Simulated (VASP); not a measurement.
# HfC (F-43m) in VASP: elastic constants with PBE

Aim: the elastic constants of HfC with PBE.

All numbers are computed with VASP 6.6.1; they aren't measurements. Logs are shortened: lines on timing, memory, paths and dates and some standing lists are left out, and cuts for length are marked.

## (1) The cell of the first run

The structure is cubic, space group F-43m (No. 216). Conventional cell: a = 5.044 Å, b = 5.044 Å, c = 5.044 Å, α = 90.00°, β = 90.00°, γ = 90.00°. Hf (site symmetry -43m) has 4 C at 2.18 Å within 2.9 Å. Within 2.9 Å of C (site symmetry -43m) lie 4 Hf at 2.18 Å.

## (2) Elastic constants, PBE

INCAR reads:

```
PREC     = Accurate       # precision mode
ENCUT    = 600            # plane-wave cutoff, eV
EDIFF    = 1E-8           # SCF threshold, eV
ISMEAR   = 0              # smearing method
SIGMA    = 0.05           # smearing width, eV
LREAL    = F              # projectors in reciprocal space
LASPH    = T              # aspherical terms in the spheres
NELM     = 100            # most SCF steps
ALGO     = Normal         # electronic algorithm
ISIF     = 3              # what is computed and relaxed
LWAVE    = F              # write WAVECAR
LCHARG   = F              # write CHGCAR
GGA      = PE             # functional
IBRION   = 6              # ionic algorithm
NFREE    = 2            
POTIM    = 0.015          # step
NSW      = 1              # ionic steps
```

KPOINTS reads:

```
Automatic mesh
0
Gamma
  12 12 12
```

POSCAR reads:

```
HfC
1.0
    0.0000000000      2.5221072291      2.5221072291
    2.5221072291      0.0000000000      2.5221072291
    2.5221072291      2.5221072291      0.0000000000
Hf C
1 1
Direct
    0.0000000000      0.0000000000      0.0000000000
    0.2500000000      0.2500000000      0.2500000000
```

Potentials or basis: VASP PAW PBE potentials, release 64 (Hf_pv, C).

Started as:

```
cat potpaw_PBE.64/Hf_pv/POTCAR potpaw_PBE.64/C/POTCAR > POTCAR
mpirun -np 1 vasp_std > vasp.out
```

OUTCAR:

```text
PREC = Accurate
   ENCUT = 600
   EDIFF = 1E-8
   ISMEAR = 0
   LREAL = F
   LASPH = T
   NELM = 100
   ISIF = 3
   GGA = PE
   IBRION = 6
   NFREE = 2
   POTIM = 0.015
   NSW = 1

 ion  position               nearest neighbor table
   1  0.000  0.000  0.000-   2 2.18   2 2.18   2 2.18   2 2.18
   2  0.250  0.250  0.250-   1 2.18   1 2.18   1 2.18   1 2.18

  LATTYP: Found a face centered cubic cell.
 ALAT       =     5.0442144582

  Lattice vectors:

 A1 = (   0.0000000000,   2.5221072291,   2.5221072291)
 A2 = (   2.5221072291,   0.0000000000,   2.5221072291)
 A3 = (   2.5221072291,   2.5221072291,   0.0000000000)

Analysis of symmetry for initial positions (statically):
=====================================================================
 Subroutine PRICEL returns:
 Original cell was already a primitive cell.

 Routine SETGRP: Setting up the symmetry group for a
 face centered cubic supercell.

 Subroutine GETGRP returns: Found 24 space group operations
 (whereof 24 operations were pure point group operations)
 out of a pool of 48 trial point group operations.

The static configuration has the point symmetry T_d .

Analysis of symmetry for dynamics (positions and initial velocities):
=====================================================================
 Subroutine PRICEL returns:
 Original cell was already a primitive cell.

 Routine SETGRP: Setting up the symmetry group for a
 face centered cubic supercell.

 Subroutine GETGRP returns: Found 24 space group operations
 (whereof 24 operations were pure point group operations)
 out of a pool of 48 trial point group operations.

The dynamic configuration has the point symmetry T_d .

 Subroutine INISYM returns: Found 24 space group operations
 (whereof 24 operations are pure point group operations),
 and found     1 'primitive' translations

----------------------------------------------------------------------------------------

                                     Primitive cell

  volume of cell :      32.0864

  direct lattice vectors                    reciprocal lattice vectors
     0.000000000  2.522107229  2.522107229    -0.198246924  0.198246924  0.198246924
     2.522107229  0.000000000  2.522107229     0.198246924 -0.198246924  0.198246924
     2.522107229  2.522107229  0.000000000     0.198246924  0.198246924 -0.198246924

  length of vectors
     3.566798249  3.566798249  3.566798249     0.343373745  0.343373745  0.343373745

  position of ions in fractional coordinates (direct lattice)
     0.000000000  0.000000000  0.000000000
     0.250000000  0.250000000  0.250000000

  ion indices of the primitive-cell ions
   primitive index   ion index
                 1           1
                 2           2

----------------------------------------------------------------------------------------

 KPOINTS: Automatic mesh

Automatic generation of k-mesh.
 Grid dimensions read from file:
 generate k-points for:   12   12   12

 Generating k-lattice:

  Cartesian coordinates                     Fractional coordinates (reciprocal lattice)
    -0.016520577  0.016520577  0.016520577     0.083333333  0.000000000  0.000000000
     0.016520577 -0.016520577  0.016520577     0.000000000  0.083333333  0.000000000
     0.016520577  0.016520577 -0.016520577     0.000000000  0.000000000  0.083333333

  Length of vectors
[... 109 lines left out ...]
  Direction    XX          YY          ZZ          XY          YZ          ZX
  --------------------------------------------------------------------------------------
  -------------------------------------------------------------------------------------
  Total       -0.0875824     -0.0875824     -0.0875824      0.0000000      0.0000000      0.0000000
  in kB       -4.3732745     -4.3732745     -4.3732745      0.0000000      0.0000000      0.0000000
  external PRESSURE =      -4.3732745 kB  Pullay stress =       0.0000000 kB
[... 89 lines left out ...]
  FREE ENERGIE OF THE ION-ELECTRON SYSTEM (eV)
  ---------------------------------------------------
  free  energy   TOTEN  =       -19.7549270459 eV

  energy  without entropy=      -19.7549268403  energy(sigma->0) =      -19.75492694

[... ionic steps 4 to 14 ...]

--------------------------------------- Ionic step       15  -------------------------------------------

 number of electron      14.0000000 magnetization

------------------------ aborting loop because EDIFF is reached ----------------------------------------
[... 67 lines left out ...]
--------------------------------------- Ionic step       17  -------------------------------------------

 number of electron      14.0000000 magnetization

 Free energy of the ion-electron system (eV)
  ---------------------------------------------------
  ext. energy  EPLUGINS =         0.00000000
  ---------------------------------------------------
  free energy    TOTEN  =       -19.75606269 eV

  energy without entropy =      -19.75606266  energy(sigma->0) =      -19.75606267

 E-fermi :   3.8063     XC(G=0): -10.8049

 val. band max:        3.6588540468   @ k =   0.5000   0.2500  -0.2500
 cond. band min:       3.9518996807   @ k =   0.5000   0.2500  -0.2500
 fundamental gap:      0.2930456340
 Fermi energy:         3.8062798642

 k-point     1 :       0.0000    0.0000    0.0000
  band No.  band energies     occupation
      1     -26.0016      2.00000
      2     -25.9976      2.00000
      3     -25.9938      2.00000
      4      -6.9668      2.00000
      5       1.3866      2.00000
      6       1.4058      2.00000
      7       1.4271      2.00000
      8       6.9013      0.00000
      9       7.2563      0.00000
     10       7.2566      0.00000
     11      12.7452      0.00000
[... 309 lines left out ...]
 k-point    24 :      -0.4167    0.1667    0.0000
  band No.  band energies     occupation
      1     -26.2847      2.00000
      2     -26.1022      2.00000
      3     -26.0553      2.00000
      4      -5.1119      2.00000
      5       0.8656      2.00000
      6       1.6563      2.00000
      7       2.3405      2.00000
      8       6.3282      0.00000
      9       7.4143      0.00000
     10       8.1888      0.00000
     11      11.1266      0.00000

 [... further k-points ...]

------------------------ aborting loop because EDIFF is reached ----------------------------------------

  FORCE on cell =-STRESS in cart. coord.  units (eV):
  Direction    XX          YY          ZZ          XY          YZ          ZX
  --------------------------------------------------------------------------------------
  -------------------------------------------------------------------------------------
  Total       -0.0878941     -0.0824262     -0.0824262      0.0000000      0.1566591      0.0000000
  in kB       -4.3888378     -4.1158106     -4.1158106      0.0000000      7.8225004      0.0000000
  external PRESSURE =      -4.2068196 kB  Pullay stress =       0.0000000 kB
[... 17 lines left out ...]
  FREE ENERGIE OF THE ION-ELECTRON SYSTEM (eV)
  ---------------------------------------------------
  free  energy   TOTEN  =       -19.7560626942 eV

  energy  without entropy=      -19.7560626550  energy(sigma->0) =      -19.75606267

 INTERNAL STRAIN TENSORS FROM STRAINED CELLS
 ============================================

 INTERNAL STRAIN TENSOR FOR ION    1 for displacements in x,y,z  (eV/Angst):
          X           Y           Z          XY          YZ          ZX
  --------------------------------------------------------------------------------
  x     0.00000     0.00000    -0.00000     0.00000    10.43210     0.00000
  y    -0.00000     0.00000    -0.00000     0.00000    -0.00000    10.43079
  z    -0.00000     0.00000     0.00000    10.43084     0.00000     0.00000

 INTERNAL STRAIN TENSORS FROM DISPLACED ATOMS
 ============================================

 INTERNAL STRAIN TENSOR FOR ION    1 for displacements in x,y,z  (eV/Angst):
          X           Y           Z          XY          YZ          ZX
  --------------------------------------------------------------------------------
  x     0.00000    -0.00000    -0.00000     0.00000    10.44486     0.00000
  y     0.00000     0.00000     0.00000     0.00000     0.00000    10.44486
  z    -0.00000    -0.00000     0.00000    10.44486     0.00000     0.00000

 INTERNAL STRAIN TENSOR FOR ION    2 for displacements in x,y,z  (eV/Angst):
          X           Y           Z          XY          YZ          ZX
  --------------------------------------------------------------------------------
  x    -0.00000     0.00000     0.00000     0.00000   -10.44263     0.00000
  y     0.00000    -0.00000     0.00000     0.00000     0.00000   -10.44263
  z     0.00000     0.00000    -0.00000   -10.44263     0.00000     0.00000

 Eigenvectors and eigenvalues of the dynamical matrix
 ----------------------------------------------------

   1 f  =   16.256004 THz   102.139488 2PiTHz  542.241938 cm-1    67.229402 meV
             X         Y         Z           dx          dy          dz
      0.000000  0.000000  0.000000     0.251103   -0.000000    0.000000
      1.261054  1.261054  1.261054    -0.967960   -0.000000   -0.000000
[... 21 lines left out ...]
   6 f/i=    0.000113 THz     0.000708 2PiTHz    0.003760 cm-1     0.000466 meV
             X         Y         Z           dx          dy          dz
      0.000000  0.000000  0.000000    -0.144743    0.891126    0.349128
      1.261054  1.261054  1.261054    -0.037549    0.231172    0.090569

--------------------------------------------------------------------------------------------------------

 ELASTIC MODULI CONTR FROM IONIC RELAXATION (kBar)
 Direction    XX          YY          ZZ          XY          YZ          ZX
 --------------------------------------------------------------------------------
 XX          -0.0000      0.0000      0.0000      0.0000     -0.0000      0.0000
 YY           0.0000     -0.0000      0.0000      0.0000      0.0000     -0.0000
 ZZ           0.0000      0.0000     -0.0000     -0.0000      0.0000      0.0000
 XY           0.0000      0.0000     -0.0000   -447.5790      0.0000      0.0000
 YZ          -0.0000      0.0000      0.0000      0.0000   -447.5790      0.0000
 ZX           0.0000     -0.0000      0.0000      0.0000      0.0000   -447.5790
 --------------------------------------------------------------------------------

 TOTAL ELASTIC MODULI (kBar)
 Direction    XX          YY          ZZ          XY          YZ          ZX
 --------------------------------------------------------------------------------
 XX        1730.3288   1498.1433   1498.1433      0.0000     -0.0000      0.0000
 YY        1498.1433   1730.3288   1498.1433      0.0000      0.0000     -0.0000
 ZZ        1498.1433   1498.1433   1730.3288     -0.0000      0.0000      0.0000
 XY           0.0000      0.0000     -0.0000    588.7979      0.0000      0.0000
 YZ          -0.0000      0.0000      0.0000      0.0000    588.7979      0.0000
 ZX           0.0000     -0.0000      0.0000      0.0000      0.0000    588.7979
 --------------------------------------------------------------------------------
```

Wall time 14 min (1 thread of Intel Xeon 6975P-C (Granite Rapids), shared host); peak memory 0.49 GiB.

Results:

```
Elastic constants C11, C12, C44 : 173, 150, 59 GPa
Voigt bulk modulus              : 158 GPa
Highest phonon frequency at Γ   : 542 cm⁻¹
```

Phonon frequencies in cm⁻¹ (negative: imaginary):
```tsv
q point	frequencies
(0.000, 0.000, 0.000)	0 0 0 542 542 542
```

Elastic tensor in Voigt notation (GPa, in the Cartesian axes of the cell as first typed):
```
173 150 150   0   0   0
150 173 150   0   0   0
150 150 173   0   0   0
  0   0   0  59   0   0
  0   0   0   0  59   0
  0   0   0   0   0  59
```

Clamped-ion elastic tensor (GPa):
```
173 150 150   0   0   0
150 173 150   0   0   0
150 150 173   0   0   0
  0   0   0 104   0   0
  0   0   0   0 104   0
  0   0   0   0   0 104
```

Caveat: spin-orbit coupling is left out, which moves the levels of the heavy elements.
